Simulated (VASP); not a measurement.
# O2 in VASP: single point with HSE06

Aim: the single point of O2 with HSE06.

Program: VASP 6.6.1. These are calculated values, not measurements. Logs are shortened: lines on timing, memory, paths and dates and some standing lists are left out, and cuts for length are marked.

## Step 1: The cell of the first run

The cell holds a molecule in a box, 2 atoms: a = 10.000 Å, b = 10.500 Å, c = 11.000 Å, α = 90.00°, β = 90.00°, γ = 90.00°.

## Step 2: Single point, HSE06, collinear spin, ferromagnetic start

Contents of POSCAR:

```
O
1.0
   10.0000000000      0.0000000000      0.0000000000
    0.0000000000     10.5000000000      0.0000000000
    0.0000000000      0.0000000000     11.0000000000
O
2
Direct
    0.5000000000      0.5000000000      0.4449587596
    0.5000000000      0.5000000000      0.5550412404
```

Contents of INCAR.step1:

```
PREC     = Accurate       # precision mode
ENCUT    = 1000           # plane-wave cutoff, eV
EDIFF    = 1E-5           # SCF threshold, eV
ISMEAR   = 0              # smearing method
SIGMA    = 0.01           # smearing width, eV
LREAL    = False          # projectors in reciprocal space
LASPH    = True           # aspherical terms in the spheres
NELM     = 200            # most SCF steps
ALGO     = Normal         # electronic algorithm
ISIF     = 2              # what is computed and relaxed
LWAVE    = True           # write WAVECAR
LCHARG   = False          # write CHGCAR
ISPIN    = 2              # spin polarisation
MAGMOM   = 0.61 0.61      # initial moments
LORBIT   = 11             # projections on sites
NBANDS   = 17             # bands
GGA      = PE             # functional
GGA_COMPAT= False        
NELMDL   = -8
```

Contents of INCAR.step2:

```
PREC     = Accurate       # precision mode
ENCUT    = 1000           # plane-wave cutoff, eV
EDIFF    = 1E-6           # SCF threshold, eV
ISMEAR   = 0              # smearing method
SIGMA    = 0.01           # smearing width, eV
LREAL    = False          # projectors in reciprocal space
LASPH    = True           # aspherical terms in the spheres
NELM     = 200            # most SCF steps
ALGO     = Normal         # electronic algorithm
ISIF     = 2              # what is computed and relaxed
LWAVE    = False          # write WAVECAR
LCHARG   = False          # write CHGCAR
ISPIN    = 2              # spin polarisation
MAGMOM   = 0.61 0.61      # initial moments
LORBIT   = 11             # projections on sites
GGA      = PE             # functional
LHFCALC  = True           # exact exchange
HFSCREEN = 0.2079         # screening, 1/A
PRECFOCK = Normal       
NBANDS   = 17             # bands
ISTART   = 1            
GGA_COMPAT= False
```

Contents of KPOINTS:

```
regular mesh
0
Gamma
  1 1 1
```

Potentials or basis: VASP PAW PBE potentials, release 64 (O_h).

The run is started by

```bash
> cat potpaw_PBE.64/O_h/POTCAR > POTCAR
> cp INCAR.step1 INCAR
> mpirun -np 1 vasp_gam > vasp.out
> cp INCAR.step2 INCAR
> mpirun -np 1 vasp_gam > vasp.out
```

OUTCAR:

```text
PREC = Accurate
   ENCUT = 1000
   EDIFF = 1E-6
   ISMEAR = 0
   LREAL = False
   LASPH = True
   NELM = 200
   ISIF = 2
   ISPIN = 2
   LORBIT = 11
   GGA = PE
   LHFCALC = True
   HFSCREEN = 0.2079
   PRECFOCK = Normal
   ISTART = 1

 ion  position               nearest neighbor table
   1  0.500  0.500  0.445-   2 1.21
   2  0.500  0.500  0.555-   1 1.21

  LATTYP: Found a simple orthorhombic cell.
 ALAT       =    10.0000000000
 B/A-ratio  =     1.0500000000
 C/A-ratio  =     1.1000000000

  Lattice vectors:

 A1 = (  10.0000000000,   0.0000000000,   0.0000000000)
 A2 = (   0.0000000000,  10.5000000000,   0.0000000000)
 A3 = (   0.0000000000,   0.0000000000,  11.0000000000)

Analysis of symmetry for initial positions (statically):
=====================================================================
 Subroutine PRICEL returns:
 Original cell was already a primitive cell.

 Routine SETGRP: Setting up the symmetry group for a
 simple orthorhombic supercell.

 Subroutine GETGRP returns: Found  8 space group operations
 (whereof  8 operations were pure point group operations)
 out of a pool of  8 trial point group operations.

The static configuration has the point symmetry D_2h.

Analysis of symmetry for dynamics (positions and initial velocities):
=====================================================================
 Subroutine PRICEL returns:
 Original cell was already a primitive cell.

 Routine SETGRP: Setting up the symmetry group for a
 simple orthorhombic supercell.

 Subroutine GETGRP returns: Found  8 space group operations
 (whereof  8 operations were pure point group operations)
 out of a pool of  8 trial point group operations.

The dynamic configuration has the point symmetry D_2h.

Analysis of structural, dynamic, and magnetic symmetry:
=====================================================================
 Subroutine PRICEL returns:
 Original cell was already a primitive cell.

 Routine SETGRP: Setting up the symmetry group for a
 simple orthorhombic supercell.

 Subroutine GETGRP returns: Found  8 space group operations
 (whereof  8 operations were pure point group operations)
 out of a pool of  8 trial point group operations.

The overall configuration has the point symmetry D_2h.

 Subroutine INISYM returns: Found  8 space group operations
 (whereof  8 operations are pure point group operations),
 and found     1 'primitive' translations

----------------------------------------------------------------------------------------

                                     Primitive cell

  volume of cell :    1155.0000

  direct lattice vectors                    reciprocal lattice vectors
    10.000000000  0.000000000  0.000000000     0.100000000  0.000000000  0.000000000
     0.000000000 10.500000000  0.000000000     0.000000000  0.095238095  0.000000000
     0.000000000  0.000000000 11.000000000     0.000000000  0.000000000  0.090909091

  length of vectors
    10.000000000 10.500000000 11.000000000     0.100000000  0.095238095  0.090909091

  position of ions in fractional coordinates (direct lattice)
     0.500000000  0.500000000  0.444958760
     0.500000000  0.500000000  0.555041240

  ion indices of the primitive-cell ions
   primitive index   ion index
                 1           1
                 2           2

----------------------------------------------------------------------------------------

 KPOINTS: regular mesh

Automatic generation of k-mesh.
 Grid dimensions read from file:
 generate k-points for:    1    1    1

 Generating k-lattice:

  Cartesian coordinates                     Fractional coordinates (reciprocal lattice)
     0.100000000  0.000000000  0.000000000     1.000000000  0.000000000  0.000000000
     0.000000000  0.095238095  0.000000000     0.000000000  1.000000000  0.000000000
     0.000000000  0.000000000  0.090909091     0.000000000  0.000000000  1.000000000

  Length of vectors
     0.100000000  0.095238095  0.090909091

  Shift w.r.t. Gamma in fractional coordinates (k-lattice)
     0.000000000  0.000000000  0.000000000

 Subroutine IBZKPT returns following result:
 ===========================================

 Found      1 irreducible k-points:

 Following reciprocal coordinates:
            Coordinates               Weight
  0.000000  0.000000  0.000000      1.000000
   k-points           NKPTS =      1   k-points in BZ     NKDIM =      1   number of bands    NBANDS=     17
   number of dos      NEDOS =    301   number of ions     NIONS =      2
   total plane-waves  NPLWV = ******
   dimension x,y,z NGX =   108 NGY =  108 NGZ =  120
   dimension x,y,z NGXF=   216 NGYF=  216 NGZF=  240
   ions per type =               2
   NGX,Y,Z   is equivalent  to a cutoff of  17.95, 17.10, 18.14 a.u.
   NGXF,Y,Z  is equivalent  to a cutoff of  35.91, 34.20, 36.27 a.u.
 SYSTEM =  unknown system
   PREC   = accura    normal or accurate (medium, high low for compatibility)
   ISTART =      1    job   : 0-new  1-cont  2-samecut
   ICHARG =      0    charge: 1-file 2-atom 10-const
   ISPIN  =      2    spin polarized calculation?
   LNONCOLLINEAR =      F non collinear calculations
   LSORBIT =      F    spin-orbit coupling
   LASPH  =      T    aspherical Exc in radial PAW
   ENCUT  = 1000.0 eV  73.50 Ry    8.57 a.u.  25.78 27.07 28.36*2*pi/ulx,y,z
   NELM   =    200;   NELMIN=  2; NELMDL=  0     # of ELM steps
   EDIFF  = 0.1E-05   stopping-criterion for ELM
   LREAL  =      F    real-space projection
   EDIFFG = 0.1E-04   stopping-criterion for IOM
   NSW    =      0    number of steps for IOM
   IBRION =     -1    ionic relax: 0-MD 1-quasi-New 2-CG
   NFREE  =      0    steps in history (QN), initial steepest desc. (CG)
   ISIF   =      2    stress and relaxation
   ISYM   =      3    0-nonsym 1-usesym 2-fastsym
   POTIM  = 0.5000    time-step for ionic-motion
   TEBEG  =    0.0;   TEEND  =   0.0 temperature during run
   PSTRESS=    0.0 pullay stress
   NELECT =      12.0000    total number of electrons
   NUPDOWN=      -1.0000    fix difference up-down
   EMIN   =  10.00;   EMAX   =-10.00  energy-range for DOS
   EFERMI =   0.00;   METHOD = LEGACY
   ISMEAR =     0;   SIGMA  =   0.01  broadening in eV -4-tet -1-fermi 0-gaus
   EFERMI_NEDOS =   21; number of points for ismear=-14 and -15
   IALGO  =     38    algorithm
   IMIX   =      1    mixing-type and parameters
     AMIX     =   0.40;   BMIX     =  1.00
     AMIX_MAG =   1.60;   BMIX_MAG =  1.00
  volume/ion in A,a.u.               =     577.50      3897.16
  Fermi-wavevector in a.u.,A,eV,Ry     =   0.357225  0.675056  1.736231  0.127609
  Thomas-Fermi vector in A             =   1.274455
   LORBIT       =     11    0 simple, 1 ext, 2 COOP (PROOUT), +10 PAW based schemes
   GGA     = PE    functional components
   LHFCALC =     T    Hartree Fock is set to
   PRECFOCK=normal    Normal, Fast or Accurate (Low or Medium for compatibility)
   ENCUT4O =  -1.0   cutoff for four orbital integrals eV
   NKREDX  =     1    reduce k-point grid by
   NKREDY  =     1    reduce k-point grid by
   NKREDZ  =     1    reduce k-point grid by
   AEXX    =    0.2500 exact exchange contribution
   HFSCREEN=    0.2079 screening length (either q_TF or 0.3 A-1)
   HFSCREENC=   0.2079 screening length for correlation (either q_TF or 0.3 A-1)
   ENCUTFOCK=  -1.0 apply spherical cutoff to Coloumb kernel
   IVDW    =     0    specifies the selected vdW correction
   LEPSILON=     F    determine dielectric tensor
   LRPA    =     F    only Hartree local field effects (RPA)
 spin polarized calculation
 Gauss-broadening in eV      SIGMA  =   0.01
  energy-cutoff  :     1000.00
  volume of cell :     1155.00
 maximum number of plane-waves:     41437
 NGX is ok and might be reduce to   108
  NGX = 80; NGY = 84; NGZ = 90

 number of electron      11.9999998 magnetization       1.9999998

 Free energy of the ion-electron system (eV)
  ---------------------------------------------------
  ext. energy  EPLUGINS =         0.00000000
  ---------------------------------------------------
  free energy    TOTEN  =       -14.17956204 eV

  energy without entropy =      -14.17956204  energy(sigma->0) =      -14.17956204

 E-fermi :  -8.4010     XC(G=0):  -0.4613

 val. band max:       -8.5031105316   @ k =   0.0000   0.0000   0.0000
 cond. band min:      -3.2066200329   @ k =   0.0000   0.0000   0.0000
 fundamental gap:      5.2964904988
 Fermi energy:        -8.4009517748

 spin component 1

 k-point     1 :       0.0000    0.0000    0.0000
  band No.  band energies     occupation
      1     -35.9859      1.00000
      2     -23.2618      1.00000
      3     -15.4840      1.00000
      4     -15.4839      1.00000
      5     -15.0275      1.00000
      6      -8.5032      1.00000
      7      -8.5031      1.00000
      8      -0.1925      0.00000
      9       0.8866      0.00000
     10       1.0210      0.00000
     11       1.1143      0.00000
     12       1.2340      0.00000
     13       1.2860      0.00000
     14       1.4213      0.00000
     15       2.1555      0.00000
     16       2.3323      0.00000
     17       2.3853      0.00000
 Fermi energy:        -8.4009517748

 spin component 2

 k-point     1 :       0.0000    0.0000    0.0000
  band No.  band energies     occupation
      1     -34.3412      1.00000
      2     -20.6222      1.00000
      3     -13.9468      1.00000
      4     -12.4219      1.00000
      5     -12.4218      1.00000
      6      -3.2066      0.00000
      7      -3.2064      0.00000
      8      -0.1381      0.00000
      9       1.0126      0.00000
     10       1.0549      0.00000
     11       1.1830      0.00000
     12       1.3086      0.00000
     13       1.3114      0.00000
     14       1.4462      0.00000
     15       2.2726      0.00000
     16       2.3780      0.00000
     17       2.4734      0.00000

------------------------ aborting loop because EDIFF is reached ----------------------------------------

  FORCE on cell =-STRESS in cart. coord.  units (eV):
  Direction    XX          YY          ZZ          XY          YZ          ZX
  --------------------------------------------------------------------------------------
  -------------------------------------------------------------------------------------
  Total       -0.0166596     -0.0120878     -1.7182758      0.0000000      0.0000000      0.0000000
  in kB       -0.0231097     -0.0167678     -2.3835347      0.0000000      0.0000000      0.0000000
  external PRESSURE =      -0.8078041 kB  Pullay stress =       0.0000000 kB

 VOLUME and BASIS-vectors are now :
 -----------------------------------------------------------------------------
  energy-cutoff  :     1000.00
  volume of cell :     1155.00
      direct lattice vectors                 reciprocal lattice vectors
    10.000000000  0.000000000  0.000000000     0.100000000  0.000000000  0.000000000
     0.000000000 10.500000000  0.000000000     0.000000000  0.095238095  0.000000000
     0.000000000  0.000000000 11.000000000     0.000000000  0.000000000  0.090909091

 POSITION                                       TOTAL-FORCE (eV/Angst)
 -----------------------------------------------------------------------------------
      5.00000      5.25000      4.89455         0.000000      0.000000      1.405495
      5.00000      5.25000      6.10545         0.000000      0.000000     -1.405495
 -----------------------------------------------------------------------------------
    total drift:                               -0.000000      0.000000     -0.000000

  FREE ENERGIE OF THE ION-ELECTRON SYSTEM (eV)
  ---------------------------------------------------
  free  energy   TOTEN  =       -14.1795620430 eV

  energy  without entropy=      -14.1795620430  energy(sigma->0) =      -14.17956204

 total charge

# of ion       s       p       d       tot
------------------------------------------
    1        1.090   2.222   0.000   3.312
    2        1.090   2.222   0.000   3.312
--------------------------------------------------
tot          2.180   4.443   0.000   6.624

 magnetization (x)

# of ion       s       p       d       tot
------------------------------------------
    1        0.019   0.625   0.000   0.644
    2        0.019   0.625   0.000   0.644
--------------------------------------------------
tot          0.037   1.251   0.000   1.288
```

Wall time 23 min (1 thread of Intel Xeon Platinum 8488C (Sapphire Rapids), shared host); peak memory 3 GiB.

Results:

* Free energy: -14.1796 eV
* Largest force: 1.405 eV/Å
* Gap between the frontier levels: 5.30 eV
* Net moment: 2.00 μB per cell
* Site moments: O +0.64 μB
* Valence electrons inside the program's atomic spheres: O 3.31

Forces in eV/Å, atoms in the order of the input:
```
O    0.000  0.000  1.405
O    0.000  0.000 -1.405
```

Caveat: the PAW data sets were made with another functional, which shifts forces and pressure a little.
